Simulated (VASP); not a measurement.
Set up this calculation in VASP 6.6.1, as the native input.

```
Task                   : relaxation of cell and atoms
Functional             : RPBE
Potentials or basis    : VASP PAW PBE potentials, release 64 (As)
Cutoff                 : 600 eV
k mesh                 : 9 × 9 × 9
Occupations            : fermi-dirac, width 0.05 eV
Spin                   : no spin polarisation
Dipole correction      : no
Further INCAR settings : ALGO = Normal; EDIFF = 1e-07; IBRION = 2; EDIFFG = -0.01; NSW = 60; ISIF = 3
```

The structure of As lies in POSCAR:

```
As
1.0
    1.8807968987      1.0858785957      3.5140619945
   -1.8807968987      1.0858785957      3.5140619945
    0.0000000000     -2.1717571915      3.5140619945
As
2
Direct
    0.2260000000      0.2260000000      0.2260000000
    0.7740000000      0.7740000000      0.7740000000
```

The input as run:

INCAR

```
PREC = Accurate
ENCUT = 600
EDIFF = 1E-7
ISMEAR = -1
SIGMA = 0.05
LREAL = False
LASPH = True
NELM = 80
ALGO = Normal
ISIF = 3
LWAVE = False
LCHARG = False
GGA = RP
IBRION = 2
NSW = 60
EDIFFG = -0.01
```

KPOINTS

```
Automatic mesh
0
Gamma
  9 9 9
```

Potentials or basis: VASP PAW PBE potentials, release 64 (As).

Launch:

```bash
$ cat potpaw_PBE.64/As/POTCAR > POTCAR
$ mpirun -np 1 vasp_std > vasp.out
```

It gave:

| Property | Result |
| --- | --- |
| Relaxed volume | 36.43 Å³/atom |
| Relaxed cell | a = 6.657 Å, b = 6.657 Å, c = 6.657 Å, α = 31.82°, β = 31.82°, γ = 31.82° |
| Space group after relaxing (to 0.1 Å) | R-3m (No. 166) |
| Energy gained by relaxing | 101.0 meV/atom |
| Ionic steps | 31 |
| Pressure after relaxing | 0.0 GPa |
| Largest force after relaxing | 0.007 eV/Å |
| Band gap on the k mesh | 1.55 eV (least direct gap 1.76 eV) |

Caveat: the volume moved by over 15 % at a fixed basis, so the end points are rough; the PAW data sets were made with another functional, which shifts forces and pressure a little; an odd mesh through Γ misses points on the zone boundary, where band edges can lie.

It took 19 min on 1 thread of Intel Xeon 8259CL (shared host), peak memory 0.24 GiB.
